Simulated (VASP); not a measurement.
Input of a VASP 6.6.1 run:

The input POSCAR:

```
Ni
1.0
   -1.4006300597      1.4006300597      1.4006300597
    1.4006300597     -1.4006300597      1.4006300597
    1.4006300597      1.4006300597     -1.4006300597
Ni
1
Direct
    0.0000000000      0.0000000000      0.0000000000
```

Contents of INCAR.step1:

```
SYSTEM = Ni
PREC = Accurate ; ENCUT = 520
ISMEAR = -1 ; SIGMA = 0.05
LREAL = .False. ; LASPH = .True.
NELM = 150 ; ISPIN = 2
MAGMOM = 0.685 ; LMAXMIX = 4
NBANDS = 15 ; GGA = PE
ALGO = Normal ; EDIFF = 1E-4
LWAVE = .True. ; LCHARG = .False.
```

Contents of INCAR.step2:

```
SYSTEM = Ni
PREC = Accurate ; ENCUT = 520
EDIFF = 1E-7 ; ISMEAR = -1
SIGMA = 0.05 ; LREAL = .False.
LASPH = .True. ; NELM = 150
ALGO = Normal ; ISIF = 2
LWAVE = .False. ; LCHARG = .False.
ISPIN = 2 ; MAGMOM = 0.685
LORBIT = 11 ; LMAXMIX = 4
METAGGA = R2SCAN ; LMIXTAU = .True.
NBANDS = 15 ; ISTART = 1
```

Contents of KPOINTS:

```
Automatic mesh
0
Gamma
  18 18 18
  0 0 0
```

Potentials or basis: VASP PAW PBE potentials, release 64 (Ni).

Run with:

```sh
$ cat potpaw_PBE.64/Ni/POTCAR > POTCAR
$ cp INCAR.step1 INCAR
$ mpirun -np 1 vasp_std > vasp.out
$ cp INCAR.step2 INCAR
$ mpirun -np 1 vasp_std > vasp.out
```

Problem. What does it give for the pressure?

Solution. -7.1 GPa.

Problem. What does it give for the net moment?

Solution. 0.62 μB per cell.

Problem. Predict the site moments.

Solution. Ni +0.65 μB.

Caveat: the PAW data sets were made with another functional, which shifts forces and pressure a little.
